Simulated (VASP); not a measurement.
# ZnS3 (P4/mmm) in VASP: notebook, part 2 of 2

VASP 6.6.1. Earlier steps stand in the parts before.

### 3 Single point, PBE

This run uses another cell than the first one, of 16.08 Å³/atom.

INCAR reads:

```
SYSTEM = ZnS3
PREC     = Accurate       ! precision mode
ENCUT    = 520            ! plane-wave cutoff, eV
EDIFF    = 1E-6           ! SCF threshold, eV
ISMEAR   = 0              ! smearing method
SIGMA    = 0.1            ! smearing width, eV
LREAL    = .False.        ! projectors in reciprocal space
LASPH    = .True.         ! aspherical terms in the spheres
NELM     = 60             ! most SCF steps
ALGO     = Normal         ! electronic algorithm
ISIF     = 2              ! what is computed and relaxed
LWAVE    = .False.        ! write WAVECAR
LCHARG   = .False.        ! write CHGCAR
GGA      = PE             ! functional
NBANDS   = 23             ! bands
```

KPOINTS reads:

```
regular mesh
0
Gamma
  10 10 16
  0 0 0
```

POSCAR reads:

```
ZnS3
1.0
    4.5279074776      0.0000000000      0.0000000000
    0.0000000000      4.5279074776      0.0000000000
    0.0000000000      0.0000000000      3.1363170847
Zn S
1 3
Direct
    0.0000000000      0.0000000000      0.0000000000
    0.5000000000      0.5000000000      0.0000000000
    0.0000000000      0.5000000000      0.5000000000
    0.5000000000      0.0000000000      0.5000000000
```

Potentials or basis: VASP PAW PBE potentials, release 64 (Zn, S).

Launch:

```console
cat potpaw_PBE.64/Zn/POTCAR potpaw_PBE.64/S/POTCAR > POTCAR
mpirun -np 1 vasp_std > vasp.out
```

OUTCAR:

```text
SYSTEM = ZnS3
   PREC = Accurate
   ENCUT = 520
   EDIFF = 1E-6
   ISMEAR = 0
   LREAL = .False.
   LASPH = .True.
   NELM = 60
   ISIF = 2
   GGA = PE

 ion  position               nearest neighbor table
   1  0.000  0.000  0.000-   3 2.75   4 2.75   3 2.75   4 2.75   3 2.75   3 2.75   4 2.75   4 2.75

   2  0.500  0.500  0.000-   3 2.75   4 2.75   3 2.75   4 2.75   4 2.75   4 2.75   3 2.75   3 2.75

   3  0.000  0.500  0.500-   1 2.75   2 2.75   1 2.75   2 2.75   1 2.75   1 2.75   2 2.75   2 2.75

   4  0.500  0.000  0.500-   1 2.75   2 2.75   1 2.75   2 2.75   2 2.75   2 2.75   1 2.75   1 2.75
[... 827 lines left out ...]
  --------------------------------------------------------------------------------------
  -------------------------------------------------------------------------------------
  Total       -0.0107607     -0.0107607     -0.0109340      0.0000000      0.0000000      0.0000000
  in kB       -0.2681248     -0.2681248     -0.2724419      0.0000000      0.0000000      0.0000000
  external PRESSURE =      -0.2695638 kB  Pullay stress =       0.0000000 kB

 VOLUME and BASIS-vectors are now :
 -----------------------------------------------------------------------------
  energy-cutoff  :      520.00
  volume of cell :       64.30
      direct lattice vectors                 reciprocal lattice vectors
     4.527907478  0.000000000  0.000000000     0.220852569  0.000000000  0.000000000
     0.000000000  4.527907478  0.000000000     0.000000000  0.220852569  0.000000000
     0.000000000  0.000000000  3.136317085     0.000000000  0.000000000  0.318845312

 POSITION                                       TOTAL-FORCE (eV/Angst)
 -----------------------------------------------------------------------------------
      0.00000      0.00000      0.00000         0.000000      0.000000      0.000000
      2.26395      2.26395      0.00000         0.000000      0.000000      0.000000
      0.00000      2.26395      1.56816         0.000000      0.000000      0.000000
      2.26395      0.00000      1.56816         0.000000      0.000000      0.000000
 -----------------------------------------------------------------------------------
    total drift:                                0.000000      0.000000      0.000000

  FREE ENERGIE OF THE ION-ELECTRON SYSTEM (eV)
  ---------------------------------------------------
  free  energy   TOTEN  =       -10.9866214431 eV

  energy  without entropy=      -10.9772901129  energy(sigma->0) =      -10.98195578
```

OSZICAR:

```text
N       E                     dE             d eps       ncg     rms          rms(c)
DAV:   1     0.202030890733E+03    0.20203E+03   -0.14014E+04  8710   0.144E+03
DAV:   2     0.757813274911E+01   -0.19445E+03   -0.18203E+03  9229   0.322E+02
DAV:   3    -0.109993942857E+02   -0.18578E+02   -0.17835E+02 10900   0.920E+01
DAV:   4    -0.114259112478E+02   -0.42652E+00   -0.42472E+00 10605   0.142E+01
DAV:   5    -0.114334313493E+02   -0.75201E-02   -0.75187E-02 11366   0.198E+00    0.129E+01
DAV:   6    -0.110271917841E+02    0.40624E+00   -0.12055E+00 12061   0.261E+01    0.835E+00
DAV:   7    -0.109981629506E+02    0.29029E-01   -0.37745E-01 10757   0.473E+00    0.376E+00
DAV:   8    -0.109870671354E+02    0.11096E-01   -0.56939E-02 10625   0.153E+00    0.381E-01
DAV:   9    -0.109866641779E+02    0.40296E-03   -0.76780E-03 12309   0.777E-01    0.146E-01
DAV:  10    -0.109866040658E+02    0.60112E-04   -0.93571E-04 10479   0.200E-01    0.676E-02
DAV:  11    -0.109866153464E+02   -0.11281E-04   -0.68458E-05 11187   0.519E-02    0.319E-02
DAV:  12    -0.109866216194E+02   -0.62730E-05   -0.11603E-05 10699   0.249E-02    0.392E-03
DAV:  13    -0.109866214431E+02    0.17622E-06   -0.13078E-06  7217   0.739E-03
   1 F= -.10986621E+02 E0= -.10981956E+02  d E =-.933133E-02
```

stdout:

```text
POSCAR found type information on POSCAR ZnS
 POSCAR found :  2 types and       4 ions
 scaLAPACK will be used
 LDA part: xc-table for (Slater+PW92), standard interpolation
 POSCAR, INCAR and KPOINTS ok, starting setup
 FFT: planning ... GRIDC
 FFT: planning ... GRID_SOFT
 FFT: planning ... GRID
 WAVECAR not read
 entering main loop
```

Wall time 71 s (1 thread of Intel Xeon 6975P-C (Granite Rapids), shared host); peak memory 0.35 GiB.

Results:

| Property | Result |
| --- | --- |
| Free energy | -10.9866 eV |
| Pressure | 0.0 GPa |
| Band gap on the k mesh | zero (bands 15 and 16 overlap by 1.77 eV) |

Levels at points of the mesh, in eV from the Fermi level:
| k point | band 13 | band 14 | band 15 | band 16 | band 17 | band 18 |
| --- | --- | --- | --- | --- | --- | --- |
| (0.00, 0.00, 0.00) | -2.30 | -1.24 | 0.35 | 1.87 | 2.70 | 2.70 |
| (0.50, 0.00, 0.00) | -1.46 | -1.42 | -0.52 | 1.49 | 2.73 | 2.96 |
| (0.50, 0.50, 0.00) | -0.79 | -0.78 | -0.20 | -0.20 | -0.15 | 4.84 |
| (0.00, 0.00, 0.50) | -3.32 | -3.16 | -3.16 | -0.33 | -0.33 | 2.65 |
| (0.50, 0.00, 0.50) | -2.75 | -2.67 | -1.72 | 0.71 | 1.36 | 1.58 |
| (0.50, 0.50, 0.50) | -1.88 | 0.16 | 0.18 | 1.20 | 1.20 | 2.18 |

### 4 Relaxation of cell and atoms, PBE

This run uses another cell than the first one, of 16.30 Å³/atom.

INCAR reads:

```
PREC = Accurate ; ENCUT = 600
EDIFF = 1E-6 ; ISMEAR = 0
SIGMA = 0.1 ; LREAL = F
LASPH = T ; NELM = 60
ALGO = Normal ; ISIF = 3
LWAVE = F ; LCHARG = F
GGA = PE ; IBRION = 2
NSW = 100 ; EDIFFG = -0.01
```

KPOINTS reads:

```
Automatic mesh
0
Gamma
  10 10 16
```

POSCAR reads:

```
ZnS3
1.0
    4.8535660495      0.0000000000      0.0000000000
    0.0000000000      4.8535660495      0.0000000000
    0.0000000000      0.0000000000      2.7669223898
Zn S
1 3
Direct
    0.0000000000      0.0000000000      0.0000000000
    0.5000000000      0.5000000000      0.0000000000
    0.0000000000      0.5000000000      0.5000000000
    0.5000000000      0.0000000000      0.5000000000
```

Launch:

```console
cat potpaw_PBE.64/Zn/POTCAR potpaw_PBE.64/S/POTCAR > POTCAR
mpirun -np 1 vasp_std > vasp.out
```

Wall time 9.7 min (1 thread of Intel Xeon 6975P-C (Granite Rapids), shared host); peak memory 0.39 GiB.

It converged, with:

| Property | Result |
| --- | --- |
| Free energy | -10.9863 eV |
| Relaxed volume | 16.08 Å³/atom |
| Relaxed cell | a = 4.529 Å, b = 4.529 Å, c = 3.136 Å, α = 90.00°, β = 90.00°, γ = 90.00° |
| Space group after relaxing (to 0.1 Å) | P4/mmm (No. 123) |
| Energy gained by relaxing | 66.1 meV/atom |
| Ionic steps | 11 |
| Pressure after relaxing | 0.0 GPa |
| Band gap on the k mesh | zero (bands 15 and 16 overlap by 1.77 eV) |

Step by step:
```csv
step,energy change (eV),largest force (eV/Å),pressure (GPa),volume (Å³)
1,0.0000,0.0000,-0.09,65.18
2,-0.0208,0.0000,-0.16,65.09
3,-0.1168,0.0000,-0.16,64.73
4,-0.2533,0.0000,0.70,63.71
5,-0.2590,0.0000,1.42,63.21
6,-0.2608,0.0000,1.17,63.36
7,-0.2399,0.0000,-2.41,66.60
8,-0.2642,0.0000,0.15,64.22
9,-0.2642,0.0000,0.07,64.24
10,-0.2643,0.0000,-0.07,64.36
11,-0.2644,0.0000,-0.02,64.33
```

Final structure:
```
Zn S
1.0
     4.52884    0.00000    0.00000
     0.00000    4.52884    0.00000
     0.00000    0.00000    3.13636
Zn S
1 3
Direct
  0.00000 0.00000 0.00000
  0.50000 0.50000 0.00000
  0.00000 0.50000 0.50000
  0.50000 0.00000 0.50000
```

Levels at points of the mesh, in eV from the Fermi level:
| k point | band 11 | band 12 | band 13 | band 14 | band 15 | band 16 | band 17 | band 18 | band 19 |
| --- | --- | --- | --- | --- | --- | --- | --- | --- | --- |
| (0.00, 0.00, 0.00) | -2.54 | -2.30 | -2.30 | -1.24 | 0.35 | 1.87 | 2.70 | 2.70 | 4.99 |
| (0.50, 0.00, 0.00) | -3.99 | -1.74 | -1.46 | -1.42 | -0.52 | 1.49 | 2.73 | 2.96 | 4.49 |
| (0.50, 0.50, 0.00) | -1.63 | -1.63 | -0.79 | -0.78 | -0.20 | -0.20 | -0.15 | 4.84 | 5.52 |
| (0.00, 0.00, 0.50) | -3.40 | -3.32 | -3.32 | -3.16 | -3.16 | -0.33 | -0.33 | 2.65 | 3.93 |
| (0.50, 0.00, 0.50) | -4.05 | -3.10 | -2.75 | -2.67 | -1.72 | 0.71 | 1.35 | 1.58 | 2.88 |
| (0.50, 0.50, 0.50) | -6.48 | -5.28 | -1.87 | 0.16 | 0.18 | 1.20 | 1.20 | 2.18 | 7.75 |

### 5 Overview

| task | cell | k mesh | cutoff (eV) | gap on the mesh (eV) | pressure (GPa) | relaxed volume (Å³/atom) |
| --- | --- | --- | --- | --- | --- | --- |
| relaxation of cell and atoms | relaxed from a = 4.854, b = 4.854, c = 4.238 Å, 4 atoms | 4 × 4 × 4 | 600 | none | -0.1 | 16.02 |
| single point | a = 4.528, b = 4.528, c = 3.136 Å, 4 atoms | 10 × 10 × 16 | 520 | none | 0.0 | - |
| relaxation of cell and atoms | relaxed from a = 4.854, b = 4.854, c = 2.767 Å, 4 atoms | 10 × 10 × 16 | 600 | none | 0.0 | 16.08 |

Alike in all rows: level PBE; potentials or basis VASP PAW PBE potentials, release 64 (Zn, S); no spin polarisation; smearing gaussian 0.1 eV.

Caveats: some runs use coarse meshes; the volume moved by over 15 % at a fixed basis, so the end points are rough (at least some runs).

Absolute energies hang on the potentials; compare differences alone.
